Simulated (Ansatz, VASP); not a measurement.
**Li2S in VASP and in Ansatz**

INCAR

```
SYSTEM = Li2S
PREC = Accurate
ENCUT = 750
EDIFF = 1E-6
ISMEAR = 0
SIGMA = 0.05
LREAL = .False.
LASPH = .True.
NELM = 120
ALGO = Normal
ISIF = 2
LWAVE = .False.
LCHARG = .False.
GGA = B5
ALDAX = 1.0
AGGAX = 1.0
AGGAC = 1.0
ALDAC = 0.0
NBANDS = 13
GGA_COMPAT = .False.
```

The input KPOINTS:

```
regular mesh
0
Gamma
  8 8 8
  0 0 0
```

POSCAR

```
Li2S
1.0
    0.0000000000      2.8612755888      2.8612755888
    2.8612755888      0.0000000000      2.8612755888
    2.8612755888      2.8612755888      0.0000000000
Li S
2 1
Direct
    0.2500000000      0.2500000000      0.2500000000
    0.7500000000      0.7500000000      0.7500000000
    0.0000000000      0.0000000000      0.0000000000
```

Input for Ansatz:

```yaml
crystal:
  lattice:
    - [0.0, 2.8612755888, 2.8612755888]
    - [2.8612755888, 0.0, 2.8612755888]
    - [2.8612755888, 2.8612755888, 0.0]
  atoms:
    - { symbol: Li, position: [0.25, 0.25, 0.25] }
    - { symbol: Li, position: [0.75, 0.75, 0.75] }
    - { symbol: S, position: [0.0, 0.0, 0.0] }
basis:
  ecutwfc: 420
  ecutrho_ratio: 4
kpoints:
  mp_grid: { grid: [8, 8, 8] }
hamiltonian:
  xc: blyp
scf:
  occupations: { method: gaussian, width: 0.05 }
output:
  forces: true
  stress: true
  eigenvalues: true
```

Alike in both runs: task single point; functional BLYP; k mesh 8 × 8 × 8; occupations gaussian, width 0.05 eV; no spin polarisation.

|  | VASP | Ansatz |
| --- | --- | --- |
| version | VASP 6.6.1 | Ansatz 0.2.0 |
| potentials or method | VASP PAW PBE potentials, release 64 (Li_sv, S), cutoff 750 eV | scalar-relativistic, plane waves, PAW |
| valence electrons in the cell | 12 | 12 |

Ansatz gave:

* gap on the k mesh at the Fermi level (eV): 3.64
* least direct gap on the mesh (eV): 4.43
* pressure (GPa): 0.8

Task: Estimate VASP's values.

Result: gap on the k mesh at the Fermi level (eV): 3.64; least direct gap on the mesh (eV): 4.44; pressure (GPa): 0.8.

VASP's potentials were made for PBE, not for BLYP. With one functional, cell and mesh, what is left measures potentials, basis and numerics.
